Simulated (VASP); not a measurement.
A run of VASP 6.6.1 is set up as follows.

INCAR

```
SYSTEM = FeO
PREC     = Accurate       ! precision mode
ENCUT    = 520            ! plane-wave cutoff, eV
EDIFF    = 1E-6           ! SCF threshold, eV
ISMEAR   = -1             ! smearing method
SIGMA    = 0.05           ! smearing width, eV
LREAL    = .FALSE.        ! projectors in reciprocal space
LASPH    = .TRUE.         ! aspherical terms in the spheres
NELM     = 150            ! most SCF steps
ALGO     = Normal         ! electronic algorithm
ISIF     = 2              ! what is computed and relaxed
LWAVE    = .FALSE.        ! write WAVECAR
LCHARG   = .FALSE.        ! write CHGCAR
ISPIN    = 2              ! spin polarisation
MAGMOM   = 3 0            ! initial moments
LORBIT   = 11             ! projections on sites
LMAXMIX  = 4              ! l up to which the mixer works
LDAU     = .TRUE.         ! DFT+U
LDAUTYPE = 2            
LDAUL    = 2 -1           ! shell
LDAUU    = 6.2 0          ! U, eV
LDAUJ    = 0 0          
LDAUPRINT= 1            
GGA      = CA             ! functional
NBANDS   = 18             ! bands
```

The input KPOINTS:

```
regular mesh
0
G
  11 11 11
  0 0 0
```

Contents of POSCAR:

```
FeO
1.0
   -0.0568839691      2.1253380966      2.1253380966
    2.1253380966     -0.0568839691      2.1253380966
    2.1253380966      2.1253380966     -0.0568839691
Fe O
1 1
Direct
    0.0000000000      0.0000000000      0.0000000000
    0.5000000000      0.5000000000      0.5000000000
```

Potentials or basis: VASP PAW LDA potentials, release 64 (Fe, O).

Run with:

```console
$ cat potpaw_LDA.64/Fe/POTCAR potpaw_LDA.64/O/POTCAR > POTCAR
$ mpirun -np 1 vasp_std > vasp.out
```

Q: Predict the pressure.

A: -16.5 GPa.

Q: Predict the site moments.

A: Fe +3.89; O +0.17 μB.

Q: Predict the band gap on the k mesh.

A: Zero (filled and empty bands overlap).

Q: Predict the net moment.

A: 4.00 μB per cell.

Stress tensor (GPa, compression positive):
```
-16.47   1.24   1.24
  1.24 -16.47   1.24
  1.24   1.24 -16.47
```

Caveat: a cell with one magnetic atom can't hold antiferromagnetic order, which such compounds often take. The state reached can hang on the start; a lower one may exist.
